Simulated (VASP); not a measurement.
Set up this calculation in VASP 6.6.1, as the native input.

* Task: single point
* Functional: PBE
* Potentials or basis: VASP PAW PBE potentials, release 64 (Ir)
* Cutoff: 520 eV
* k mesh: 3 × 3 × 3
* Occupations: methfessel-paxton, width 0.1 eV
* Spin: no spin polarisation
* Dipole correction: no
* Further INCAR settings: LREAL = Auto; ALGO = Normal; EDIFF = 1e-06; NBANDS = 80

The structure of Ir (a cell with a defect) lies in POSCAR:

```
Ir
1.0
   -3.8700194500      3.8700194500      3.8700194500
    3.8700194500     -3.8700194500      3.8700194500
    3.8700194500      3.8700194500     -3.8700194500
Ir
15
Direct
    0.0578405362      0.1229692786      0.0657600054
   -0.0032906811      0.2505958982      0.7390812984
    0.0059787813      0.5030850685      0.4977194624
    0.0031856429      0.7479207889      0.2438113069
    0.2428941281     -0.0043316320      0.7533599088
    0.2598275055      0.2507063627      0.5167896508
    0.2462836459      0.7473961145      0.0020912040
    0.4974999544     -0.0083512500      0.4946672813
    0.5121267543      0.2505902134      0.2544515635
    0.5001710004      0.5058580520      0.0062769710
    0.5046735618      0.7479045099      0.7453080113
    0.7542933667     -0.0026651029      0.2436894729
    0.7344729236      0.2507083007     -0.0085848406
    0.7520378224      0.4993104104      0.7477928825
    0.7458324273      0.7473520579      0.5016501920
```

One way to write it, as run:

INCAR

```
  ALGO = Normal
  EDIFF = 1E-6
  ENCUT = 520
  GGA = PE
  ISIF = 2
  ISMEAR = 1
  LASPH = T
  LCHARG = F
  LREAL = Auto
  LWAVE = F
  NBANDS = 80
  NELM = 60
  PREC = Accurate
  SIGMA = 0.1
```

KPOINTS

```
k-points
0
Gamma
  3 3 3
```

Potentials or basis: VASP PAW PBE potentials, release 64 (Ir).

The run is started by

```console
$ cat potpaw_PBE.64/Ir/POTCAR > POTCAR
$ mpirun -np 1 vasp_std > vasp.out
```

It gave:

```
Pressure               : -4.6 GPa
Largest force          : 3.055 eV/Å
Band gap on the k mesh : zero (an odd number of electrons rules out a gap without spin polarisation)
```

Caveat: the k points lie up to 0.38 Å⁻¹ apart, too coarse for converged energies and pressures of a metal; spin-orbit coupling is left out, which moves the levels of the heavy elements.

It took 26 min on 1 thread of Intel Xeon 8259CL, with other jobs on the host, peak memory 0.46 GiB.
